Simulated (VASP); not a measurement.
# Cu (Pm-3m) in VASP: notebook

Cu is run at these levels: revPBE; tasks: single point.

Program: VASP 6.6.1. These are calculated values, not measurements. Logs are shortened: lines on timing, memory, paths and dates and some standing lists are left out, and cuts for length are marked.

### Step 1. The cell of the first run

The structure is cubic, space group Pm-3m (No. 221). Conventional cell: a = 2.430 Å, b = 2.430 Å, c = 2.430 Å, α = 90.00°, β = 90.00°, γ = 90.00°. Within 3.2 Å of Cu (site symmetry m-3m) lie 6 Cu at 2.43 Å.

### Step 2. Single point, revPBE

File INCAR:

```
SYSTEM = Cu
PREC = Accurate
ENCUT = 520
EDIFF = 1E-6
ISMEAR = -1
SIGMA = 0.1
LREAL = .FALSE.
LASPH = .TRUE.
NELM = 80
ALGO = Normal
ISIF = 2
LWAVE = .FALSE.
LCHARG = .TRUE.
GGA = RE
LELF = .TRUE.
LVHAR = .TRUE.
NBANDS = 12
```

File KPOINTS:

```
regular mesh
0
G
  13 13 13
  0 0 0
```

File POSCAR:

```
Cu
1.0
    2.4299874555      0.0000000000      0.0000000000
    0.0000000000      2.4299874555      0.0000000000
    0.0000000000      0.0000000000      2.4299874555
Cu
1
Direct
    0.0000000000      0.0000000000      0.0000000000
```

Potentials or basis: VASP PAW PBE potentials, release 64 (Cu).

On the command line:

```bash
cat potpaw_PBE.64/Cu/POTCAR > POTCAR
mpirun -np 1 vasp_std > vasp.out
```

OUTCAR:

```text
SYSTEM = Cu
   PREC = Accurate
   ENCUT = 520
   EDIFF = 1E-6
   ISMEAR = -1
   LREAL = .FALSE.
   LASPH = .TRUE.
   NELM = 80
   ISIF = 2
   GGA = RE

 ion  position               nearest neighbor table
   1  0.000  0.000  0.000-

  LATTYP: Found a simple cubic cell.
 ALAT       =     2.4299874555

  Lattice vectors:

 A1 = (   2.4299874555,   0.0000000000,   0.0000000000)
 A2 = (   0.0000000000,   2.4299874555,   0.0000000000)
 A3 = (   0.0000000000,   0.0000000000,   2.4299874555)

Analysis of symmetry for initial positions (statically):
=====================================================================
 Subroutine PRICEL returns:
 Original cell was already a primitive cell.

 Routine SETGRP: Setting up the symmetry group for a
 simple cubic supercell.

 Subroutine GETGRP returns: Found 48 space group operations
 (whereof 48 operations were pure point group operations)
 out of a pool of 48 trial point group operations.

The static configuration has the point symmetry O_h .

Analysis of symmetry for dynamics (positions and initial velocities):
=====================================================================
 Subroutine PRICEL returns:
 Original cell was already a primitive cell.

 Routine SETGRP: Setting up the symmetry group for a
 simple cubic supercell.

 Subroutine GETGRP returns: Found 48 space group operations
 (whereof 48 operations were pure point group operations)
 out of a pool of 48 trial point group operations.

The dynamic configuration has the point symmetry O_h .

 Subroutine INISYM returns: Found 48 space group operations
 (whereof 48 operations are pure point group operations),
 and found     1 'primitive' translations

----------------------------------------------------------------------------------------

                                     Primitive cell

  volume of cell :      14.3487

  direct lattice vectors                    reciprocal lattice vectors
     2.429987456  0.000000000  0.000000000     0.411524758  0.000000000  0.000000000
     0.000000000  2.429987456  0.000000000     0.000000000  0.411524758  0.000000000
     0.000000000  0.000000000  2.429987456     0.000000000  0.000000000  0.411524758

  length of vectors
     2.429987456  2.429987456  2.429987456     0.411524758  0.411524758  0.411524758

  position of ions in fractional coordinates (direct lattice)
     0.000000000  0.000000000  0.000000000

  ion indices of the primitive-cell ions
   primitive index   ion index
                 1           1
[... 73 lines left out ...]
   LREAL  =      F    real-space projection
   EDIFFG = 0.1E-04   stopping-criterion for IOM
   NSW    =      0    number of steps for IOM
   IBRION =     -1    ionic relax: 0-MD 1-quasi-New 2-CG
   NFREE  =      0    steps in history (QN), initial steepest desc. (CG)
   ISIF   =      2    stress and relaxation
   ISYM   =      2    0-nonsym 1-usesym 2-fastsym
   POTIM  = 0.5000    time-step for ionic-motion
   TEBEG  =    0.0;   TEEND  =   0.0 temperature during run
   PSTRESS=    0.0 pullay stress
   NELECT =      11.0000    total number of electrons
   NUPDOWN=      -1.0000    fix difference up-down
   EMIN   =  10.00;   EMAX   =-10.00  energy-range for DOS
   EFERMI =   0.00;   METHOD = LEGACY
   ISMEAR =    -1;   SIGMA  =   0.10  broadening in eV -4-tet -1-fermi 0-gaus
   EFERMI_NEDOS =   21; number of points for ismear=-14 and -15
   IALGO  =     38    algorithm
   IMIX   =      4    mixing-type and parameters
     AMIX     =   0.40;   BMIX     =  1.00
     AMIX_MAG =   1.60;   BMIX_MAG =  1.00
  volume/ion in A,a.u.               =      14.35        96.83
  Fermi-wavevector in a.u.,A,eV,Ry     =   1.498310  2.831395 30.544168  2.244933
  Thomas-Fermi vector in A             =   2.610086
   LORBIT       =      0    0 simple, 1 ext, 2 COOP (PROOUT), +10 PAW based schemes
   GGA     = RE    functional components
   LHFCALC =     F    Hartree Fock is set to
   AEXX    =    0.0000 exact exchange contribution
   IVDW    =     0    specifies the selected vdW correction
   LEPSILON=     F    determine dielectric tensor
   LRPA    =     F    only Hartree local field effects (RPA)
 non-spin polarized calculation
  energy-cutoff  :      520.00
  volume of cell :       14.35
 maximum number of plane-waves:       398
 NGX is ok and might be reduce to    18
   NGX =  9   NGY =  9   NGZ =  9

 number of electron      10.9999990 magnetization

 Free energy of the ion-electron system (eV)
  ---------------------------------------------------
  ext. energy  EPLUGINS =         0.00000000
  ---------------------------------------------------
  free energy    TOTEN  =        -2.90916947 eV

  energy without entropy =       -2.89757564  energy(sigma->0) =       -2.90337255

 E-fermi :   5.3628     XC(G=0): -11.4501

 val. band max:        5.2509340565   @ k =   0.3846   0.3077   0.0000
 cond. band min:       5.3739535551   @ k =   0.3077   0.3077   0.2308
 fundamental gap:      0.1230194986
 Fermi energy:         5.3627962577

 k-point     1 :       0.0000    0.0000    0.0000
  band No.  band energies     occupation
      1      -2.4156      2.00000
      2       1.7289      2.00000
      3       1.7289      2.00000
      4       4.0887      1.99999
      5       4.0887      1.99999
      6       4.0887      1.99999
      7      22.6255      0.00000
      8      22.6255      0.00000
      9      22.6255      0.00000
     10      25.9427      0.00000
     11      25.9427      0.00000
     12      29.5312      0.00000
[... 331 lines left out ...]
 k-point    24 :       0.3846    0.3077    0.0000
  band No.  band energies     occupation
      1       1.6376      2.00000
      2       2.1007      2.00000
      3       3.4492      2.00000
      4       3.5387      2.00000
      5       3.6942      2.00000
      6       5.2509      1.50747
      7      10.9375      0.00000
      8      16.0791      0.00000
      9      21.4277      0.00000
     10      30.0705      0.00000
     11      30.5525      0.00000
     12      35.1841      0.00000

 [... further k-points ...]
[... 5 lines left out ...]
  --------------------------------------------------------------------------------------
  -------------------------------------------------------------------------------------
  Total        0.0573463      0.0573463      0.0573463     -0.0000000      0.0000000     -0.0000000
  in kB        6.4033054      6.4033054      6.4033054     -0.0000000      0.0000000     -0.0000000
  external PRESSURE =       6.4033054 kB  Pullay stress =       0.0000000 kB

 VOLUME and BASIS-vectors are now :
 -----------------------------------------------------------------------------
  energy-cutoff  :      520.00
  volume of cell :       14.35
      direct lattice vectors                 reciprocal lattice vectors
     2.429987456  0.000000000  0.000000000     0.411524758  0.000000000  0.000000000
     0.000000000  2.429987456  0.000000000     0.000000000  0.411524758  0.000000000
     0.000000000  0.000000000  2.429987456     0.000000000  0.000000000  0.411524758

 POSITION                                       TOTAL-FORCE (eV/Angst)
 -----------------------------------------------------------------------------------
      0.00000      0.00000      0.00000         0.000000      0.000000      0.000000
 -----------------------------------------------------------------------------------
    total drift:                               -0.000000      0.000000      0.000000

  FREE ENERGIE OF THE ION-ELECTRON SYSTEM (eV)
  ---------------------------------------------------
  free  energy   TOTEN  =        -2.9091694717 eV

  energy  without entropy=       -2.8975756379  energy(sigma->0) =       -2.90337255
```

stdout:

```text
POSCAR found type information on POSCAR Cu
 POSCAR found :  1 types and       1 ions
 scaLAPACK will be used
 -----------------------------------------------------------------------------
|                                                                             |
|                                                                             |
|     You enforced a specific xc type in the INCAR file but a different       |
|     I HOPE YOU KNOW WHAT YOU ARE DOING!                                     |
|                                                                             |
 -----------------------------------------------------------------------------

 LDA part: xc-table for (Slater+PW92), standard interpolation
 POSCAR, INCAR and KPOINTS ok, starting setup
 FFT: planning ... GRIDC
 FFT: planning ... GRID_SOFT
 FFT: planning ... GRID
 WAVECAR not read
 entering main loop
```

Run time: 6.2 s. Hardware: 1 thread of Intel Xeon Platinum 8488C (Sapphire Rapids), shared host; peak memory 0.12 GiB.

Results:

```
Free energy : -2.9092 eV
Pressure    : 0.6 GPa
```

Caveat: the PAW data sets were made with another functional, which shifts forces and pressure a little.

### Step 3. Single point, revPBE (volume scaled by 0.88)

File INCAR:

```
PREC = Accurate ; ENCUT = 520
EDIFF = 1E-6 ; ISMEAR = -1
SIGMA = 0.1 ; LREAL = F
LASPH = T ; NELM = 80
ALGO = Normal ; ISIF = 2
LWAVE = F ; LCHARG = F
GGA = RE ; NBANDS = 12
```

File KPOINTS:

```
Automatic mesh
0
Gamma
  14 14 14
```

File POSCAR:

```
Cu
1.0
    2.3286180293      0.0000000000      0.0000000000
    0.0000000000      2.3286180293      0.0000000000
    0.0000000000      0.0000000000      2.3286180293
Cu
1
Direct
    0.0000000000      0.0000000000      0.0000000000
```

Potentials or basis: VASP PAW PBE potentials, release 64 (Cu).

On the command line:

```bash
cat potpaw_PBE.64/Cu/POTCAR > POTCAR
mpirun -np 1 vasp_std > vasp.out
```

OUTCAR:

```text
PREC = Accurate
   ENCUT = 520
   EDIFF = 1E-6
   ISMEAR = -1
   LREAL = F
   LASPH = T
   NELM = 80
   ISIF = 2
   GGA = RE

 ion  position               nearest neighbor table
   1  0.000  0.000  0.000-

  LATTYP: Found a simple cubic cell.
 ALAT       =     2.3286180293

  Lattice vectors:

 A1 = (   2.3286180293,   0.0000000000,   0.0000000000)
 A2 = (   0.0000000000,   2.3286180293,   0.0000000000)
 A3 = (   0.0000000000,   0.0000000000,   2.3286180293)

[... 528 lines left out ...]
      3       3.8237      2.00000
      4       4.7470      2.00000
      5       5.1560      2.00000
      6       5.3939      2.00000
      7      12.9958      0.00000
      8      21.1368      0.00000
      9      28.5081      0.00000
     10      31.4231      0.00000
     11      32.3268      0.00000
     12      39.3057      0.00000

 [... further k-points ...]
[... 5 lines left out ...]
  --------------------------------------------------------------------------------------
  -------------------------------------------------------------------------------------
  Total        1.3271259      1.3271259      1.3271259      0.0000000     -0.0000000      0.0000000
  in kB      168.3945112    168.3945112    168.3945112      0.0000000     -0.0000000      0.0000000
  external PRESSURE =     168.3945112 kB  Pullay stress =       0.0000000 kB

 VOLUME and BASIS-vectors are now :
 -----------------------------------------------------------------------------
  energy-cutoff  :      520.00
  volume of cell :       12.63
      direct lattice vectors                 reciprocal lattice vectors
     2.328618029  0.000000000  0.000000000     0.429439259  0.000000000  0.000000000
     0.000000000  2.328618029  0.000000000     0.000000000  0.429439259  0.000000000
     0.000000000  0.000000000  2.328618029     0.000000000  0.000000000  0.429439259

 POSITION                                       TOTAL-FORCE (eV/Angst)
 -----------------------------------------------------------------------------------
      0.00000      0.00000      0.00000         0.000000      0.000000      0.000000
 -----------------------------------------------------------------------------------
    total drift:                               -0.000000      0.000000      0.000000

  FREE ENERGIE OF THE ION-ELECTRON SYSTEM (eV)
  ---------------------------------------------------
  free  energy   TOTEN  =        -2.8292784044 eV

  energy  without entropy=       -2.8203811591  energy(sigma->0) =       -2.82482978
```

stdout:

```text
POSCAR found type information on POSCAR Cu
 POSCAR found :  1 types and       1 ions
 scaLAPACK will be used
 -----------------------------------------------------------------------------
|                                                                             |
|                                                                             |
|     You enforced a specific xc type in the INCAR file but a different       |
|     I HOPE YOU KNOW WHAT YOU ARE DOING!                                     |
|                                                                             |
 -----------------------------------------------------------------------------

 LDA part: xc-table for (Slater+PW92), standard interpolation
 POSCAR, INCAR and KPOINTS ok, starting setup
 FFT: planning ... GRIDC
 FFT: planning ... GRID_SOFT
 FFT: planning ... GRID
 WAVECAR not read
 entering main loop
```

Run time: 7.7 s. Hardware: 1 thread of Intel Xeon Platinum 8488C (Sapphire Rapids), shared host; peak memory 0.12 GiB.

What came out:

- Free energy: -2.8293 eV
- Pressure: 16.8 GPa

Levels at points of the mesh, in eV from the Fermi level:
```
           k point  band 1  band 2  band 3  band 4  band 5  band 6  band 7  band 8  band 9  band 10
(0.00, 0.00, 0.00)   -8.63   -4.18   -4.18   -1.32   -1.32   -1.32   18.67   18.67   18.67    22.20
(0.50, 0.00, 0.00)   -4.57   -3.81   -2.21   -2.21   -1.62   -1.24    2.38   24.25   25.73    25.73
(0.50, 0.50, 0.00)   -4.63   -3.52   -2.03   -2.03   -0.70    4.48    4.48    9.79   10.39    30.64
(0.50, 0.50, 0.50)   -3.83   -3.83   -3.83   -0.65   -0.65   10.82   10.82   10.82   13.60    16.13
```

Caveat: the PAW data sets were made with another functional, which shifts forces and pressure a little.
